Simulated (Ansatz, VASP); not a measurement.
# ZnS in VASP and in Ansatz

```xyz
4
Lattice="3.8456 0.0000 0.0000 -1.9228 3.3304 0.0000 0.0000 0.0000 6.3037" Properties=species:S:1:pos:R:3 pbc="T T T"
Zn    0.0000    2.2202    0.0328
Zn    1.9228    1.1101    3.1846
S     0.0000    2.2202    2.3942
S     1.9228    1.1101    5.5460
```

Alike in both runs: task single point; functional PBE; k mesh 9 × 9 × 6; occupations gaussian, width 0.05 eV; no spin polarisation.

```csv
,VASP,Ansatz
version,VASP 6.6.1,Ansatz 0.2.0
potentials or method,"VASP PAW PBE potentials, release 64 (Zn, S), cutoff 520 eV","scalar-relativistic, plane waves, PAW"
valence electrons in the cell,36,36
```

Ansatz gave:

| Quantity | Value |
| --- | --- |
| gap on the k mesh at the Fermi level (eV) | 2.08 |
| least direct gap on the mesh (eV) | 2.08 |
| pressure (GPa) | 0.0 |

Problem. Which values does VASP return?

Solution. gap on the k mesh at the Fermi level (eV): 2.08; least direct gap on the mesh (eV): 2.08; pressure (GPa): 0.1.
